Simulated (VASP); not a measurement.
**Pt4Pb3: single point with PBE**

Pt4Pb3:

```
Pb Pt
1.0
     6.24465    0.28054    0.07070
     0.46995    7.41684   -0.19248
    -0.38952    0.87016    5.42251
Pb Pt
6 8
Direct
  0.60062 0.17384 0.08295
  0.30091 0.32338 0.41767
  0.44149 0.89129 0.46469
  0.26489 0.09126 0.81672
  0.24263 0.43423 0.91789
  0.66200 0.50152 0.26492
  0.61757 0.58954 0.72436
  0.94937 0.96894 0.03974
  0.88014 0.27552 0.76687
  0.87156 0.75091 0.40941
  0.13643 0.77896 0.73213
  0.93758 0.21258 0.34659
  0.58426 0.82782 0.00004
  0.22709 0.67887 0.23776
```

```yaml
Program: VASP 6.6.1
Task: single point
Functional: PBE
Potentials_or_basis: VASP PAW PBE potentials, release 64 (Pb_d, Pt)
Cutoff: 520 eV
k_mesh: 3 × 2 × 3
Occupations: fermi-dirac, width 0.05 eV
Spin: no spin polarisation
```

```yaml
Pressure: 48.4 GPa
Largest_force: 4.967 eV/Å
Band_gap_on_the_k_mesh: zero (bands 82 and 83 overlap by 0.08 eV)
```

Forces in eV/Å, atoms in the order of the input:
```
Pb   0.702 -0.608  0.415
Pb   0.678  1.423  0.640
Pb   1.847  1.144 -1.369
Pb  -1.344 -3.257  1.001
Pb  -2.004  4.039 -2.082
Pb   1.377  1.172 -0.002
Pt   0.428 -2.958  0.549
Pt   1.096 -1.736  0.813
Pt  -1.210  2.565  0.127
Pt  -1.905  0.690  0.154
Pt   0.053 -1.280  1.195
Pt   0.371 -1.651 -0.803
Pt  -0.631  0.486  0.346
Pt   0.543 -0.029 -0.983
```

Stress tensor (GPa, compression positive):
```
44.42  1.05  0.30
 1.05 54.08  3.44
 0.30  3.44 46.68
```

Levels at points of the mesh, in eV from the Fermi level:
```csv
k point,band 79,band 80,band 81,band 82,band 83,band 84,band 85,band 86
"(0.00, 0.00, 0.00)",-0.65,-0.51,-0.26,-0.08,0.09,0.52,0.80,1.10
"(0.00, 0.50, 0.00)",-0.74,-0.59,-0.22,-0.08,0.02,0.35,0.82,1.07
```

Run time: 3.9 min on 1 thread of AMD EPYC 7R13 Processor (Zen 3), on a shared host, peak memory 0.4 GiB.

Caveat: the k points lie up to 0.43 Å⁻¹ apart; spin-orbit coupling is left out, which moves the levels of the heavy elements.
